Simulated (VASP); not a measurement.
# NiO (F-43m) in VASP: notebook

Runs on NiO. Level: LDA+U. Tasks: single point.

All numbers are computed with VASP 6.6.1; they aren't measurements. Logs are shortened: lines on timing, memory, paths and dates and some standing lists are left out, and cuts for length are marked.

### 1 The cell of the first run

Symmetry: F-43m, No. 216, cubic system. Conventional cell: a = 4.481 Å, b = 4.481 Å, c = 4.481 Å, α = 90.00°, β = 90.00°, γ = 90.00°. Ni (site symmetry -43m) has 4 O at 1.94 Å within 2.6 Å. O (site symmetry -43m) has 4 Ni at 1.94 Å within 2.6 Å.

### 2 Single point, LDA+U, collinear spin, ferromagnetic start

Input file INCAR:

```
SYSTEM = NiO
ALGO = Normal
EDIFF = 1E-7
ENCUT = 520
ISIF = 2
ISMEAR = -1
ISPIN = 2
LASPH = .True.
LCHARG = .True.
LDAU = .True.
LDAUJ = 0 0
LDAUL = 2 -1
LDAUPRINT = 1
LDAUTYPE = 2
LDAUU = 2 0
LELF = .True.
LMAXMIX = 4
LORBIT = 11
LREAL = .False.
LVHAR = .True.
LWAVE = .False.
MAGMOM = 1 0
NBANDS = 19
NELM = 150
PREC = Accurate
SIGMA = 0.05
```

Input file KPOINTS:

```
k-points
0
Gamma
  7 7 7
  0 0 0
```

Input file POSCAR:

```
NiO
1.0
    0.0000000000      2.2406300000      2.2406300000
    2.2406300000      0.0000000000      2.2406300000
    2.2406300000      2.2406300000      0.0000000000
Ni O
1 1
Direct
    0.0000000000      0.0000000000      0.0000000000
    0.7500000000      0.7500000000      0.7500000000
```

Potentials or basis: VASP PAW LDA potentials, release 64 (Ni, O).

The run is started by

```bash
$ cat potpaw_LDA.64/Ni/POTCAR potpaw_LDA.64/O/POTCAR > POTCAR
$ mpirun -np 1 vasp_std > vasp.out
```

OUTCAR:

```text
SYSTEM = NiO
   EDIFF = 1E-7
   ENCUT = 520
   ISIF = 2
   ISMEAR = -1
   ISPIN = 2
   LASPH = .True.
   LORBIT = 11
   LREAL = .False.
   NELM = 150
   PREC = Accurate

 ion  position               nearest neighbor table
   1  0.000  0.000  0.000-   2 1.94   2 1.94   2 1.94   2 1.94
   2  0.750  0.750  0.750-   1 1.94   1 1.94   1 1.94   1 1.94

  LATTYP: Found a face centered cubic cell.
 ALAT       =     4.4812600000

  Lattice vectors:

 A1 = (   0.0000000000,   2.2406300000,   2.2406300000)
 A2 = (   2.2406300000,   0.0000000000,   2.2406300000)
 A3 = (   2.2406300000,   2.2406300000,   0.0000000000)

Analysis of symmetry for initial positions (statically):
=====================================================================
 Subroutine PRICEL returns:
 Original cell was already a primitive cell.

 Routine SETGRP: Setting up the symmetry group for a
 face centered cubic supercell.

 Subroutine GETGRP returns: Found 24 space group operations
 (whereof 24 operations were pure point group operations)
 out of a pool of 48 trial point group operations.

The static configuration has the point symmetry T_d .

Analysis of symmetry for dynamics (positions and initial velocities):
=====================================================================
 Subroutine PRICEL returns:
 Original cell was already a primitive cell.

 Routine SETGRP: Setting up the symmetry group for a
 face centered cubic supercell.

 Subroutine GETGRP returns: Found 24 space group operations
 (whereof 24 operations were pure point group operations)
 out of a pool of 48 trial point group operations.

The dynamic configuration has the point symmetry T_d .

Analysis of structural, dynamic, and magnetic symmetry:
=====================================================================
 Subroutine PRICEL returns:
 Original cell was already a primitive cell.

 Routine SETGRP: Setting up the symmetry group for a
 face centered cubic supercell.

 Subroutine GETGRP returns: Found 24 space group operations
 (whereof 24 operations were pure point group operations)
 out of a pool of 48 trial point group operations.

The overall configuration has the point symmetry T_d .
[... 162 lines left out ...]
  o =  0.9725  v =  0.0000 -0.0000 -0.9765 -0.0000  0.2156  0.0000  0.0000  0.0000  0.0000  0.0000      0.0000  0.0000  0.0000  0.0000  0.0000  0.0000  0.0000  0.0000  0.0000  0.0000
  o =  0.9725  v =  0.0000 -0.0000 -0.2156  0.0000 -0.9765  0.0000  0.0000  0.0000  0.0000  0.0000      0.0000  0.0000  0.0000  0.0000  0.0000  0.0000  0.0000  0.0000  0.0000  0.0000
  o =  0.9907  v =  1.0000  0.0000  0.0000  0.0000  0.0000  0.0000  0.0000  0.0000  0.0000  0.0000      0.0000  0.0000  0.0000  0.0000  0.0000  0.0000  0.0000  0.0000  0.0000  0.0000
  o =  0.9907  v =  0.0000  0.9747 -0.0000 -0.2237 -0.0000  0.0000  0.0000  0.0000  0.0000  0.0000      0.0000  0.0000  0.0000  0.0000  0.0000  0.0000  0.0000  0.0000  0.0000  0.0000
  o =  0.9907  v =  0.0000 -0.2237  0.0000 -0.9747 -0.0000  0.0000  0.0000  0.0000  0.0000  0.0000      0.0000  0.0000  0.0000  0.0000  0.0000  0.0000  0.0000  0.0000  0.0000  0.0000

 number of electron      16.0000007 magnetization       1.9953148

 Free energy of the ion-electron system (eV)
  ---------------------------------------------------
  ext. energy  EPLUGINS =         0.00000000
  ---------------------------------------------------
  free energy    TOTEN  =       -12.23966748 eV

  energy without entropy =      -12.22505461  energy(sigma->0) =      -12.23236105

 E-fermi :   5.0627     XC(G=0): -11.7388

 val. band max:        5.0519090378   @ k =   0.4286   0.2857   0.1429
 cond. band min:       5.0931787810   @ k =  -0.4286   0.2857   0.0000
 fundamental gap:      0.0412697432
 Fermi energy:         5.0626842607

 spin component 1

 k-point     1 :       0.0000    0.0000    0.0000
  band No.  band energies     occupation
      1     -14.4003      1.00000
      2      -1.2296      1.00000
      3      -1.2296      1.00000
      4      -1.2296      1.00000
      5       1.9840      1.00000
      6       1.9840      1.00000
[... 416 lines left out ...]
      5       1.3409      1.00000
      6       1.8678      1.00000
[... 11 lines left out ...]
     18      33.4188      0.00000
     19      34.4107      0.00000
 Fermi energy:         5.0626842607

 spin component 2

 k-point     1 :       0.0000    0.0000    0.0000
  band No.  band energies     occupation
      1     -13.8000      1.00000
      2       0.2113      1.00000
      3       0.2113      1.00000
      4       0.2113      1.00000
      5       3.2474      1.00000
      6       3.2474      1.00000
[... 417 lines left out ...]
      6       3.5738      1.00000
[... 11 lines left out ...]
     18      33.9285      0.00000
     19      34.6892      0.00000

------------------------ aborting loop because EDIFF is reached ----------------------------------------

  FORCE on cell =-STRESS in cart. coord.  units (eV):
  Direction    XX          YY          ZZ          XY          YZ          ZX
  --------------------------------------------------------------------------------------
  -------------------------------------------------------------------------------------
  Total       -2.0686116     -2.0686116     -2.0686116      0.0000000     -0.0000000     -0.0000000
  in kB     -147.3157208   -147.3157208   -147.3157208      0.0000000     -0.0000000     -0.0000000
  external PRESSURE =    -147.3157208 kB  Pullay stress =       0.0000000 kB

 VOLUME and BASIS-vectors are now :
 -----------------------------------------------------------------------------
  energy-cutoff  :      520.00
  volume of cell :       22.50
      direct lattice vectors                 reciprocal lattice vectors
     0.000000000  2.240630000  2.240630000    -0.223151524  0.223151524  0.223151524
     2.240630000  0.000000000  2.240630000     0.223151524 -0.223151524  0.223151524
     2.240630000  2.240630000  0.000000000     0.223151524  0.223151524 -0.223151524

 POSITION                                       TOTAL-FORCE (eV/Angst)
 -----------------------------------------------------------------------------------
      0.00000      0.00000      0.00000        -0.000000     -0.000000      0.000000
      3.36095      3.36095      3.36095         0.000000      0.000000     -0.000000
 -----------------------------------------------------------------------------------
    total drift:                                0.000001      0.000001      0.000001

  FREE ENERGIE OF THE ION-ELECTRON SYSTEM (eV)
  ---------------------------------------------------
  free  energy   TOTEN  =       -12.2396674796 eV

  energy  without entropy=      -12.2250546129  energy(sigma->0) =      -12.23236105

 total charge

# of ion       s       p       d       tot
------------------------------------------
    1        0.386   0.482   8.289   9.157
    2        1.541   3.397   0.000   4.938
--------------------------------------------------
tot          1.926   3.880   8.289  14.095

 magnetization (x)

# of ion       s       p       d       tot
------------------------------------------
    1        0.002   0.042   1.519   1.563
    2        0.016   0.364   0.000   0.380
--------------------------------------------------
tot          0.019   0.405   1.519   1.943
```

OSZICAR:

```text
N       E                     dE             d eps       ncg     rms          rms(c)
DAV:   1     0.861908245262E+02    0.86191E+02   -0.70431E+03  1608   0.997E+02
DAV:   2    -0.828467230700E+01   -0.94475E+02   -0.82227E+02  1552   0.228E+02
DAV:   3    -0.143483402292E+02   -0.60637E+01   -0.57466E+01  1753   0.600E+01
DAV:   4    -0.144132762712E+02   -0.64936E-01   -0.64881E-01  1661   0.603E+00
DAV:   5    -0.144143878419E+02   -0.11116E-02   -0.11115E-02  1683   0.795E-01    0.176E+01
DAV:   6    -0.135314916691E+02    0.88290E+00   -0.15099E+01  1753   0.698E+01    0.209E+01
DAV:   7    -0.122659313973E+02    0.12656E+01   -0.60837E+00  1746   0.530E+01    0.742E+00
DAV:   8    -0.122517932850E+02    0.14138E-01   -0.21701E-01  1837   0.676E+00    0.410E+00
DAV:   9    -0.122397895786E+02    0.12004E-01   -0.76746E-02  2061   0.502E+00    0.124E+00
DAV:  10    -0.122404891207E+02   -0.69954E-03   -0.15505E-02  1971   0.268E+00    0.278E-01
DAV:  11    -0.122396103426E+02    0.87878E-03   -0.50996E-03  1986   0.111E+00    0.105E-01
DAV:  12    -0.122396595574E+02   -0.49215E-04   -0.45559E-04  1634   0.225E-01    0.522E-02
DAV:  13    -0.122396733434E+02   -0.13786E-04   -0.93098E-05  1838   0.179E-01    0.386E-02
DAV:  14    -0.122396676415E+02    0.57019E-05   -0.25416E-05  2076   0.821E-02    0.996E-03
DAV:  15    -0.122396675259E+02    0.11564E-06   -0.53813E-06  1760   0.216E-02    0.540E-03
DAV:  16    -0.122396674796E+02    0.46283E-07   -0.42709E-07  1447   0.972E-03
   1 F= -.12239667E+02 E0= -.12232361E+02  d E =-.146129E-01  mag=     1.9954
```

Run time: 14 s. Hardware: 1 thread of Intel Xeon Platinum 8488C (Sapphire Rapids), shared host; peak memory 0.14 GiB.

Results:

| Item | Value |
| --- | --- |
| Free energy | -12.2397 eV |
| Pressure | -14.7 GPa |
| Band gap on the k mesh | zero (filled and empty bands overlap) |
| Net moment | 2.00 μB per cell |
| Site moments | Ni +1.56; O +0.38 μB |
| Valence electrons inside the program's atomic spheres | Ni 9.16; O 4.94 |

Levels at points of the mesh, in eV from the Fermi level:
Spin up:
| k point | band 7 | band 8 | band 9 | band 10 | band 11 | band 12 |
| --- | --- | --- | --- | --- | --- | --- |
| (0.00, 0.00, 0.00) | -0.08 | -0.08 | -0.08 | 0.60 | 14.25 | 14.25 |
Spin down:
| k point | band 5 | band 6 | band 7 | band 8 | band 9 | band 10 |
| --- | --- | --- | --- | --- | --- | --- |
| (0.00, 0.00, 0.00) | -1.82 | -1.82 | 0.92 | 1.87 | 1.87 | 1.87 |

Eigenvalues of the final occupation matrices:
| site | spin | trace | eigenvalues |
| --- | --- | --- | --- |
| site 1 d | 1 | 4.92 | 0.97 0.97 0.99 0.99 0.99 |
| site 1 d | 2 | 3.40 | 0.53 0.53 0.53 0.91 0.91 |

Caveat: a cell with one magnetic atom can't hold antiferromagnetic order, which such compounds often take. The state reached can hang on the start; a lower one may exist.

### 3 Single point, LDA+U, collinear spin, ferromagnetic start

INCAR, as its differences from that of step 2:

```diff
@@ -2,4 +2,5 @@
 ALGO = Normal
-EDIFF = 1E-7
-ENCUT = 520
+EDIFF = 1E-6
+ENCUT = 600
+GGA_COMPAT = .False.
 ISIF = 2
@@ -22,4 +23,4 @@
 MAGMOM = 1 0
-NBANDS = 19
-NELM = 150
+NBANDS = 23
+NELM = 200
 PREC = Accurate
```

KPOINTS is that of step 2.

POSCAR is that of step 2.

Potentials or basis: VASP PAW LDA potentials, release 64 (Ni_sv_GW, O).

The run is started by

```bash
$ cat potpaw_LDA.64/Ni_sv_GW/POTCAR potpaw_LDA.64/O/POTCAR > POTCAR
$ mpirun -np 1 vasp_std > vasp.out
```

Run time: 55 s. Hardware: 1 thread of AMD EPYC 7R43 (Zen 3), shared host; peak memory 0.14 GiB.

It converged, with:

```yaml
Free_energy: -12.8250 eV
Pressure: -14.4 GPa
Band_gap_on_the_k_mesh: zero (filled and empty bands overlap)
Net_moment: 2.00 μB per cell
Site_moments: Ni +1.59; O +0.36 μB
Valence_electrons_inside_the_program's_atomic_spheres: Ni 16.23; O 4.95
```

Levels at points of the mesh, in eV from the Fermi level:
Spin up:
| k point | band 10 | band 11 | band 12 | band 13 | band 14 | band 15 | band 16 | band 17 |
| --- | --- | --- | --- | --- | --- | --- | --- | --- |
| (0.00, 0.00, 0.00) | -3.11 | -0.15 | -0.15 | -0.15 | 0.39 | 14.05 | 14.05 | 14.05 |
Spin down:
```tsv
k point	band 9	band 10	band 11	band 12	band 13	band 14
(0.00, 0.00, 0.00)	-1.81	-1.81	0.69	1.85	1.85	1.85
```

Eigenvalues of the final occupation matrices:
```
    site  spin  trace               eigenvalues
site 1 d     1   4.68  0.93 0.93 0.94 0.94 0.94
site 1 d     2   3.12  0.46 0.46 0.46 0.86 0.86
```

Caveat: a cell with one magnetic atom can't hold antiferromagnetic order, which such compounds often take. The state reached can hang on the start; a lower one may exist.
